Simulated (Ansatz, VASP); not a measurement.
# SiC: VASP beside Ansatz

```xyz
4
Lattice="3.0760 0.0000 0.0000 -1.5380 2.6639 0.0000 0.0000 0.0000 4.9470" Properties=species:S:1:pos:R:3 pbc="T T T"
Si    0.0000    1.7759    0.0222
Si    1.5380    0.8880    2.4958
C     0.0000    1.7759    1.8824
C     1.5380    0.8880    4.3559
```

Change from the starting cell: z stretched by -2 %, ions relaxed.

Alike in both runs: task relaxation of the atoms; functional PBE; k mesh 16 × 16 × 9; occupations fermi-dirac, width 0.02 eV; no spin polarisation.

|  | VASP | Ansatz |
| --- | --- | --- |
| version | VASP 6.6.1 | Ansatz 0.2.0 |
| potentials or method | VASP PAW PBE potentials, release 64 (Si, C) | plane-wave PAW, scalar-relativistic |
| plane-wave cutoff (eV) | 520 | 420 |
| valence electrons in the cell | 16 | 16 |

VASP gave:

* gap on the k mesh at the Fermi level, each at its own relaxed structure (eV): 2.37

Q: Estimate Ansatz's values.

A: gap on the k mesh at the Fermi level, each at its own relaxed structure (eV): 2.38.

Ansatz's warnings: stress scf threshold loose.
